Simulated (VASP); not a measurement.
# P (Im-3m) in VASP: a series of runs, part 2 of 2

VASP 6.6.1. The steps go on from the part before.

## (3) Single point, r2SCAN+D3(BJ) (14.52 Å³/atom)

This run uses another cell than the first one, of 14.52 Å³/atom.

POSCAR reads:

```
P
1.0
   -1.5369704372      1.5369704372      1.5369704372
    1.5369704372     -1.5369704372      1.5369704372
    1.5369704372      1.5369704372     -1.5369704372
P
1
Direct
    0.0000000000      0.0000000000      0.0000000000
```

INCAR.step1 reads:

```
  PREC = Accurate
  ENCUT = 520
  ISMEAR = 0
  SIGMA = 0.05
  LREAL = F
  LASPH = T
  NELM = 80
  NBANDS = 8
  GGA = PE
  ALGO = Normal
  EDIFF = 1E-4
  LWAVE = T
  LCHARG = F
```

INCAR.step2 reads:

```
  PREC = Accurate
  ENCUT = 520
  EDIFF = 1E-6
  ISMEAR = 0
  SIGMA = 0.05
  LREAL = F
  LASPH = T
  NELM = 80
  ALGO = Normal
  ISIF = 2
  LWAVE = F
  LCHARG = F
  METAGGA = R2SCAN
  LMIXTAU = T
  IVDW = 12
  VDW_S6 = 1.0
  VDW_S8 = 0.78981345
  VDW_A1 = 0.49484001
  VDW_A2 = 5.73083694
  NBANDS = 8
  ISTART = 1
```

KPOINTS reads:

```
Automatic mesh
0
Gamma
  20 20 20
```

Potentials or basis: VASP PAW PBE potentials, release 64 (P).

Command:

```console
cat potpaw_PBE.64/P/POTCAR > POTCAR
cp INCAR.step1 INCAR
mpirun -np 1 vasp_std > vasp.out
cp INCAR.step2 INCAR
mpirun -np 1 vasp_std > vasp.out
```

OUTCAR:

```text
PREC = Accurate
   ENCUT = 520
   EDIFF = 1E-6
   ISMEAR = 0
   LREAL = F
   LASPH = T
   NELM = 80
   ISIF = 2
   METAGGA = R2SCAN
   IVDW = 12
   ISTART = 1
 IVDW          = 12

 ion  position               nearest neighbor table
   1  0.000  0.000  0.000-

  LATTYP: Found a body centered cubic cell.
 ALAT       =     3.0739408744

  Lattice vectors:

 A1 = (  -1.5369704372,   1.5369704372,   1.5369704372)
 A2 = (   1.5369704372,  -1.5369704372,   1.5369704372)
 A3 = (   1.5369704372,   1.5369704372,  -1.5369704372)

Analysis of symmetry for initial positions (statically):
=====================================================================
 Subroutine PRICEL returns:
 Original cell was already a primitive cell.

 Routine SETGRP: Setting up the symmetry group for a
 body centered cubic supercell.

 Subroutine GETGRP returns: Found 48 space group operations
 (whereof 48 operations were pure point group operations)
 out of a pool of 48 trial point group operations.

The static configuration has the point symmetry O_h .

Analysis of symmetry for dynamics (positions and initial velocities):
=====================================================================
 Subroutine PRICEL returns:
 Original cell was already a primitive cell.

 Routine SETGRP: Setting up the symmetry group for a
 body centered cubic supercell.

 Subroutine GETGRP returns: Found 48 space group operations
 (whereof 48 operations were pure point group operations)
 out of a pool of 48 trial point group operations.

The dynamic configuration has the point symmetry O_h .

 Subroutine INISYM returns: Found 48 space group operations
 (whereof 48 operations are pure point group operations),
 and found     1 'primitive' translations

----------------------------------------------------------------------------------------

[... 110 lines left out ...]
     AMIX_MAG =   1.60;   BMIX_MAG =  1.00
  volume/ion in A,a.u.               =      14.52        98.01
  Fermi-wavevector in a.u.,A,eV,Ry     =   1.147394  2.168261 17.912253  1.316513
  Thomas-Fermi vector in A             =   2.284074
   LORBIT       =      0    0 simple, 1 ext, 2 COOP (PROOUT), +10 PAW based schemes
   METAGGA = R2SCAN    functional components
   LHFCALC =     F    Hartree Fock is set to
   AEXX    =    0.0000 exact exchange contribution
   IVDW    =    12    specifies the selected vdW correction
   LEPSILON=     F    determine dielectric tensor
   LRPA    =     F    only Hartree local field effects (RPA)
 non-spin polarized calculation
 Gauss-broadening in eV      SIGMA  =   0.05
  energy-cutoff  :      520.00
  volume of cell :       14.52
 maximum number of plane-waves:       403
   NGX =  9   NGY =  9   NGZ =  9

 number of electron       5.0000001 magnetization

 Free energy of the ion-electron system (eV)
  ---------------------------------------------------
  ext. energy  EPLUGINS =         0.00000000
  ---------------------------------------------------
  free energy    TOTEN  =        -8.05428069 eV

  energy without entropy =       -8.05342261  energy(sigma->0) =       -8.05385165

 E-fermi :   9.6683     XC(G=0): -12.1474

 val. band max:        9.6620826759   @ k =   0.3000   0.1500   0.0000
 cond. band min:       9.6728794953   @ k =  -0.2000   0.3000   0.0500
 fundamental gap:      0.0107968194
 Fermi energy:         9.6682939723

 k-point     1 :       0.0000    0.0000    0.0000
  band No.  band energies     occupation
      1      -7.4141      2.00000
      2      17.0845      0.00000
      3      17.0845      0.00000
      4      17.0845      0.00000
      5      22.2333      0.00000
      6      22.2333      0.00000
      7      22.2333      0.00000
      8      26.6435      0.00000
[... 243 lines left out ...]
 k-point    24 :       0.2500    0.1000    0.0000
  band No.  band energies     occupation
      1      -4.4018      2.00000
      2       7.7103      2.00000
      3      11.8373      0.00000
      4      14.7227      0.00000
      5      19.6279      0.00000
      6      21.2769      0.00000
      7      25.5936      0.00000
      8      28.8208      0.00000

 [... further k-points ...]

------------------------ aborting loop because EDIFF is reached ----------------------------------------

 Edisp (eV)   -0.22796

 E8    (eV) :    -0.0651

  FORCE on cell =-STRESS in cart. coord.  units (eV):
  Direction    XX          YY          ZZ          XY          YZ          ZX
  --------------------------------------------------------------------------------------
  -------------------------------------------------------------------------------------
  Total      -0.34695    -0.34695    -0.34695    -0.00000     0.00000    -0.00000
  in kB     -38.27512   -38.27512   -38.27512    -0.00000     0.00000    -0.00000
  external pressure =      -38.28 kB  Pullay stress =        0.00 kB

 VOLUME and BASIS-vectors are now :
 -----------------------------------------------------------------------------
  energy-cutoff  :      520.00
  volume of cell :       14.52
      direct lattice vectors                 reciprocal lattice vectors
    -1.536970437  1.536970437  1.536970437     0.000000000  0.325315301  0.325315301
     1.536970437 -1.536970437  1.536970437     0.325315301  0.000000000  0.325315301
     1.536970437  1.536970437 -1.536970437     0.325315301  0.325315301  0.000000000

 POSITION                                       TOTAL-FORCE (eV/Angst)
 -----------------------------------------------------------------------------------
      0.00000      0.00000      0.00000        -0.000000     -0.000000      0.000000
 -----------------------------------------------------------------------------------
    total drift:                               -0.000000     -0.000000     -0.000000

  FREE ENERGIE OF THE ION-ELECTRON SYSTEM (eV)
  ---------------------------------------------------
  free  energy   TOTEN  =        -8.2822358691 eV

  energy  without entropy=       -8.2813777879  energy(sigma->0) =       -8.28180683
```

Run time: 98 s. Hardware: 1 thread of Intel Xeon 8259CL, shared host; peak memory 0.15 GiB.

Results:

```
Free energy                : -8.2822 eV
Pressure                   : -3.8 GPa
Band gap on the k mesh     : zero (an odd number of electrons rules out a gap without spin polarisation)
Dispersion energy per atom : -0.228 eV
```

Levels at points of the mesh, in eV from the Fermi level:
```csv
k point,band 1,band 2,band 3,band 4,band 5,band 6,band 7,band 8
"(0.00, 0.00, 0.00)",-17.08,7.42,7.42,7.42,12.57,12.57,12.57,16.98
"(0.50, 0.00, 0.00)",-10.41,-8.09,2.47,5.57,7.81,8.87,20.38,20.38
"(0.50, 0.50, 0.50)",-4.38,-2.77,-2.77,-2.77,2.92,2.92,24.71,24.71
```

Caveat: the cell stands under tension; the PAW data sets were made with another functional, which shifts forces and pressure a little.

## (4) Single point, r2SCAN+D3(BJ) (11.73 Å³/atom)

This run uses another cell than the first one, of 11.73 Å³/atom.

POSCAR reads:

```
P
1.0
   -1.4313554515      1.4313554515      1.4313554515
    1.4313554515     -1.4313554515      1.4313554515
    1.4313554515      1.4313554515     -1.4313554515
P
1
Direct
    0.0000000000      0.0000000000      0.0000000000
```

INCAR.step1 reads:

```
SYSTEM = P
PREC = Accurate
ENCUT = 520
ISMEAR = 0
SIGMA = 0.05
LREAL = .False.
LASPH = .True.
NELM = 80
NBANDS = 8
GGA = PE
ALGO = Normal
EDIFF = 1E-4
LWAVE = .True.
LCHARG = .False.
```

INCAR.step2 reads:

```
SYSTEM = P
PREC = Accurate
ENCUT = 520
EDIFF = 1E-6
ISMEAR = 0
SIGMA = 0.05
LREAL = .False.
LASPH = .True.
NELM = 80
ALGO = Normal
ISIF = 2
LWAVE = .False.
LCHARG = .True.
METAGGA = R2SCAN
LMIXTAU = .True.
IVDW = 12
LELF = .True.
LVHAR = .True.
NBANDS = 8
VDW_S6 = 1.0
VDW_S8 = 0.78981345
VDW_A1 = 0.49484001
VDW_A2 = 5.73083694
ISTART = 1
```

KPOINTS reads:

```
regular mesh
0
Gamma
  22 22 22
  0 0 0
```

Command:

```console
cat potpaw_PBE.64/P/POTCAR > POTCAR
cp INCAR.step1 INCAR
mpirun -np 1 vasp_std > vasp.out
cp INCAR.step2 INCAR
mpirun -np 1 vasp_std > vasp.out
```

Wall time 93 s (1 thread of Intel Xeon 8259CL, shared host); peak memory 0.15 GiB.

The run converged. Its results:

```
Free energy                : -8.1533 eV
Pressure                   : 22.5 GPa
Band gap on the k mesh     : zero (an odd number of electrons rules out a gap without spin polarisation)
Dispersion energy per atom : -0.284 eV
```

Levels at points of the mesh, in eV from the Fermi level:
```
           k point  band 1  band 2  band 3  band 4  band 5  band 6  band 7
(0.00, 0.00, 0.00)  -19.77    9.75    9.75    9.75   13.06   13.06   13.06
(0.50, 0.00, 0.00)  -11.28  -10.17    3.25    6.82    7.36    9.69   22.33
(0.50, 0.50, 0.50)   -3.45   -3.45   -3.45   -2.56    1.49    1.49   27.53
```

Caveat: the cell stands under pressure; the PAW data sets were made with another functional, which shifts forces and pressure a little.

## (5) The runs side by side

| cell | k mesh | gap on the mesh (eV) | pressure (GPa) |
| --- | --- | --- | --- |
| a = 2.264 Å, angles 109.5°, 1 atom | 24 × 24 × 24 | none | 99.9 |
| a = 2.662 Å, angles 109.5°, 1 atom | 20 × 20 × 20 | none | -3.8 |
| a = 2.479 Å, angles 109.5°, 1 atom | 22 × 22 × 22 | none | 22.5 |

Alike in all rows: task single point; level r2SCAN+D3(BJ); potentials or basis VASP PAW PBE potentials, release 64 (P); no spin polarisation; cutoff (eV) 520; smearing gaussian 0.05 eV.

Caveats: the PAW data sets were made with another functional, which shifts forces and pressure a little; the cell stands under pressure (at least some runs); the cell stands under tension (at least some runs).

Total energies depend on the potentials used, so only differences within one code and one set of settings carry meaning.

The gap in the log of VASP goes by the Fermi energy; the results here count the filled bands.